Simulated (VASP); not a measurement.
Input of a VASP 6.6.1 run:

File INCAR:

```
SYSTEM = Ni2AgPt8Au9
ALGO     = Fast           ! electronic algorithm
EDIFF    = 1E-7           ! SCF threshold, eV
ENCUT    = 520            ! plane-wave cutoff, eV
GGA      = PE             ! functional
ISIF     = 2              ! what is computed and relaxed
ISMEAR   = 0              ! smearing method
ISPIN    = 2              ! spin polarisation
ISYM     = 0            
LASPH    = .TRUE.         ! aspherical terms in the spheres
LCHARG   = .FALSE.        ! write CHGCAR
LMAXMIX  = 4              ! l up to which the mixer works
LORBIT   = 11             ! projections on sites
LREAL    = Auto         
LWAVE    = .FALSE.        ! write WAVECAR
MAGMOM   = 2 2 0 0 0 0 0 0 0 0 0 0 0 0 0 0 0 0 0 0 ! initial moments
NBANDS   = 125            ! bands
NELM     = 150            ! most SCF steps
PREC     = Accurate       ! precision mode
SIGMA    = 0.1            ! smearing width, eV
```

Contents of KPOINTS:

```
Automatic mesh
0
Gamma
  2 2 2
  0.5 0.5 0.5
```

The input POSCAR:

```
Ni2AgPt8Au9
1.0
   -5.8971817317      4.1452767751      2.0145199813
    5.8850806012      4.1239834863     -2.0082367954
   -1.9529606200     -4.1363172375     -6.0231791473
Ni Ag Pt Au
2 1 8 9
Direct
    0.6373016462      0.5426749523      0.6948974968
    0.2963347691      0.1064797308      0.4058562164
    0.7049953658      0.8935869760      0.6026058154
    0.1534468127      0.0474354210      0.6894924780
    0.2048297703      0.3946140435      0.5924090442
    0.2482383949      0.7434291816      0.4960575793
    0.3516650541      0.4413686106      0.3121410188
    1.0115095860      0.0025940817      1.0090050178
    0.8649297608      0.9613312611      0.3032916943
    0.4422934310      0.1497367361      0.0939615764
    0.9020952407      0.2982816099      0.1983820898
    0.0503090388      0.3441031562      0.8975741654
    0.0948284628      0.6991325553      0.7945229340
    0.5572875478      0.8505973085      0.8993064883
    0.5925937445      0.1982839885      0.7870149362
    0.4026332327      0.8119266013      0.2134513057
    0.7407211024      0.2546391460      0.4973741310
    0.7945949253      0.5982643222      0.3934850314
    0.4971149600      0.5046234200      0.9984763422
    0.9457295221      0.6498870863      0.0910339691
```

Potentials or basis: VASP PAW PBE potentials, release 64 (Ni, Ag, Pt, Au).

Launch:

```sh
$ cat potpaw_PBE.64/Ni/POTCAR potpaw_PBE.64/Ag/POTCAR potpaw_PBE.64/Pt/POTCAR potpaw_PBE.64/Au/POTCAR > POTCAR
$ mpirun -np 1 vasp_std > vasp.out
```

Question: What does it give for the net moment?

Answer: 0.94 μB per cell.

Question: What does it give for the pressure?

Answer: -0.3 GPa.

Question: Predict the site moments.

Answer: Ni +0.49, +0.34; Ag -0.01; Pt +0.00, +0.04, +0.06, +0.03, +0.02, -0.00 (each value once); Au -0.00, +0.00, -0.01, +0.01 (each value once) μB.

Forces on the atoms (eV/Å):
```
Ni   0.004 -0.005  0.012
Ni   0.006  0.021  0.006
Ag  -0.002 -0.016  0.014
Pt  -0.003  0.004 -0.003
Pt  -0.002 -0.003 -0.001
Pt  -0.003 -0.010  0.002
Pt  -0.002 -0.003  0.002
Pt   0.005  0.011 -0.006
Pt  -0.008  0.003 -0.010
Pt   0.007 -0.013 -0.007
Pt  -0.006  0.008 -0.006
Au   0.000 -0.001 -0.006
Au  -0.001  0.006  0.005
Au  -0.001 -0.008  0.001
Au  -0.002 -0.003 -0.018
Au   0.002  0.009 -0.005
Au   0.007  0.004  0.004
Au  -0.006 -0.003  0.001
Au   0.001  0.005  0.011
Au   0.003 -0.007  0.002
```

Caveat: the k points lie up to 0.52 Å⁻¹ apart.
